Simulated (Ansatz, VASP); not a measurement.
**Os: VASP beside Ansatz**

```xyz
1
Lattice="0.0000 1.9450 1.9450 1.9450 0.0000 1.9450 1.9450 1.9450 0.0000" Properties=species:S:1:pos:R:3 pbc="T T T"
Os    0.0000    0.0000    0.0000
```

Alike in both runs: task relaxation of cell and atoms; functional PBE; k mesh 12 × 12 × 12; occupations fermi-dirac, width 0.05 eV; no spin polarisation.

|  | VASP | Ansatz |
| --- | --- | --- |
| version | VASP 6.6.1 | Ansatz 0.2.0 |
| potentials or method | VASP PAW PBE potentials, release 64 (Os) | Ansatz PAW |
| plane-wave cutoff (eV) | 600 | 420 |
| valence electrons in the cell | 8 | 16 |

|  | VASP | Ansatz | Ansatz less VASP |
| --- | --- | --- | --- |
| gap on the k mesh at the Fermi level, each at its own relaxed structure (eV) | none | none | - |
| relaxed volume (Å³/atom) | 14.32 | 14.32 | -0.006 |
| relaxed cell length with the largest relative difference (Å) | 2.726 | 2.726 | -0.0004 |

A gap of «none» marks a metal or a gap that the smearing closes. VASP's potentials hold 8 valence electrons a cell and Ansatz's 16, so a difference there can come from the potentials and not from the codes.

Spin-orbit coupling is off throughout. Noted on Ansatz's run: the plane-wave basis is chosen anew once the cell has moved, so the energies of steps on either side of that aren't comparable.
